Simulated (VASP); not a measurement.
Input of a VASP 6.6.1 run:

File INCAR:

```
SYSTEM = W3C
PREC = Accurate ; ENCUT = 520
EDIFF = 1E-6 ; ISMEAR = 0
SIGMA = 0.1 ; LREAL = .False.
LASPH = .True. ; NELM = 100
ALGO = Normal ; ISIF = 2
LWAVE = .False. ; LCHARG = .False.
LDIPOL = .True. ; IDIPOL = 3
DIPOL = 0.5 0.5 0.360 ; GGA = PE
NBANDS = 31
```

Contents of KPOINTS:

```
regular mesh
0
Gamma
  9 9 1
  0 0 0
```

The input POSCAR:

```
W3C
1.0
    2.8547213223      0.0000000000      0.0000000000
   -1.4273606611      2.4722611858      0.0000000000
    0.0000000000      0.0000000000     20.1973423164
W C
3 1
Direct
    0.6666666667      0.3333333333      0.1980458586
    0.3333333333      0.6666666667      0.3143385340
    0.0000000000      0.0000000000      0.4306181566
    0.1666666667      0.6666666667      0.4951931096
```

Potentials or basis: VASP PAW PBE potentials, release 64 (W_sv, C).

Launch:

```sh
$ cat potpaw_PBE.64/W_sv/POTCAR potpaw_PBE.64/C/POTCAR > POTCAR
$ mpirun -np 1 vasp_std > vasp.out
```

(1) What does it give for the band gap on the k mesh?

(2) What does it give for the largest force?

## Answers

(1) zero (bands 23 and 24 overlap by 0.72 eV).

(2) 2.969 eV/Å.

Caveat: spin-orbit coupling is left out, which moves the levels of the heavy elements.
